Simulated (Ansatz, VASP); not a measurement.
**WS2: VASP beside Ansatz**

```xyz
6
Lattice="3.1425 0.0000 0.0000 -1.5712 2.7215 0.0000 0.0000 0.0000 25.5150" Properties=species:S:1:pos:R:3 pbc="T T T"
W     0.0000    1.8143   16.1910
W     1.5712    0.9072    9.3241
S     0.0000    1.8143    7.6281
S     1.5712    0.9072   14.4938
S     0.0000    1.8143   11.0213
S     1.5712    0.9072   17.8869
```

Alike in both runs: task single point; functional PBEsol; k mesh 12 × 12 × 2; occupations gaussian, width 0.05 eV; no spin polarisation.

|  | VASP | Ansatz |
| --- | --- | --- |
| version | VASP 6.6.1 | Ansatz 0.2.0 |
| potentials or method | VASP PAW PBE potentials, release 64 (W_sv, S), cutoff 520 eV | scalar-relativistic, plane waves, PAW |
| valence electrons in the cell | 52 | 52 |

Ansatz gave:

* gap on the k mesh at the Fermi level (eV): 1.33
* least direct gap on the mesh (eV): 2.17
* rms of the force components (eV/Å): 1.035

**Question.** What did VASP give for the same quantities?

**Answer.** gap on the k mesh at the Fermi level (eV): 1.33; least direct gap on the mesh (eV): 2.18; rms of the force components (eV/Å): 1.027.

VASP's potentials were made for PBE, not for PBEsol, and Ansatz warns of the same on its side. Atom by atom the forces differ by 0.007 eV/Å (rms over components). The functional is the same, so the differences come from potentials, cutoffs and numerics.

Spin-orbit coupling is off throughout.
